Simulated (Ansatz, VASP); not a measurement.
Fe: VASP beside Ansatz

```
CELL_PARAMETERS angstrom
0.00000 1.96729 1.99096
1.51816 0.00000 1.99096
1.51816 1.96729 0.00000
ATOMIC_POSITIONS crystal
Fe 0.00000 0.00000 0.00000
```

Alike in both runs: task single point; functional r2SCAN; k mesh 13 × 13 × 13; occupations fermi-dirac, width 0.05 eV; collinear spin.

|  | VASP | Ansatz |
| --- | --- | --- |
| version | VASP 6.6.1 | Ansatz 0.2.0 |
| potentials or method | VASP PAW PBE potentials, release 64 (Fe) | Ansatz PAW |
| plane-wave cutoff (eV) | 520 | 500 |
| valence electrons in the cell | 8 | 16 |

VASP gave:

- gap on the k mesh at the Fermi level (eV): none
- pressure (GPa): -1.7
- traceless stress, the component that is largest in VASP (GPa): -3.63
- net moment per atom (μB): 2.67
- size of the moment on the site where the two differ most (μB): 2.73

Q: Which values does Ansatz return?

A: gap on the k mesh at the Fermi level (eV): none; pressure (GPa): -1.3; traceless stress, the component that is largest in VASP (GPa): -3.74; net moment per atom (μB): 2.67; size of the moment on the site where the two differ most (μB): 2.82.

VASP's potentials were made for PBE, not for r2SCAN. Site moments also hang on the region over which each program counts them. A gap of «none» marks a metal or a gap that the smearing closes. With one functional, cell and mesh, what is left measures potentials, basis and numerics. VASP's potentials hold 8 valence electrons a cell and Ansatz's 16, so a difference there can come from the potentials and not from the codes.

Noted on Ansatz's run: the magnetic or orbital state may not be the lowest.
